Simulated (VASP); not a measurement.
A run of VASP 6.6.1 is set up as follows.

The input POSCAR:

```
Ti
1.0
   -1.6404466475      1.6404466475      1.6404466475
    1.6404466475     -1.6404466475      1.6404466475
    1.6404466475      1.6404466475     -1.6404466475
Ti
1
Direct
    0.0000000000      0.0000000000      0.0000000000
```

INCAR.step1

```
PREC     = Accurate       # precision mode
ENCUT    = 600            # plane-wave cutoff, eV
ISMEAR   = -1             # smearing method
SIGMA    = 0.1            # smearing width, eV
LREAL    = F              # projectors in reciprocal space
LASPH    = T              # aspherical terms in the spheres
NELM     = 80             # most SCF steps
GGA      = PE             # functional
ALGO     = Normal         # electronic algorithm
EDIFF    = 1E-4           # SCF threshold, eV
LWAVE    = T              # write WAVECAR
LCHARG   = F              # write CHGCAR
```

Contents of INCAR.step2:

```
PREC     = Accurate       # precision mode
ENCUT    = 600            # plane-wave cutoff, eV
EDIFF    = 1E-6           # SCF threshold, eV
ISMEAR   = -1             # smearing method
SIGMA    = 0.1            # smearing width, eV
LREAL    = F              # projectors in reciprocal space
LASPH    = T              # aspherical terms in the spheres
NELM     = 80             # most SCF steps
ALGO     = Normal         # electronic algorithm
ISIF     = 3              # what is computed and relaxed
LWAVE    = F              # write WAVECAR
LCHARG   = F              # write CHGCAR
METAGGA  = R2SCAN         # meta-GGA
LMIXTAU  = T            
IBRION   = 2              # ionic algorithm
NSW      = 80             # ionic steps
EDIFFG   = -0.01          # ionic threshold
ISTART   = 1
```

File KPOINTS:

```
Automatic mesh
0
Gamma
  13 13 13
```

Potentials or basis: VASP PAW PBE potentials, release 64 (Ti_sv).

The run is started by

```sh
$ cat potpaw_PBE.64/Ti_sv/POTCAR > POTCAR
$ cp INCAR.step1 INCAR
$ mpirun -np 1 vasp_std > vasp.out
$ cp INCAR.step2 INCAR
$ mpirun -np 1 vasp_std > vasp.out
```

Task: What does it give for the space group after relaxing (to 0.1 Å)?

Result: Im-3m (No. 229).

Task: What does it give for the band gap on the k mesh?

Result: Zero (bands 6 and 7 overlap by 1.79 eV).

Final structure:
```yaml
crystal:
  lattice:
    - [-1.63059, 1.63059, 1.63059]
    - [1.63059, -1.63059, 1.63059]
    - [1.63059, 1.63059, -1.63059]
  atoms:
    - { symbol: Ti, position: [0.00000, 0.00000, 0.00000] }
```
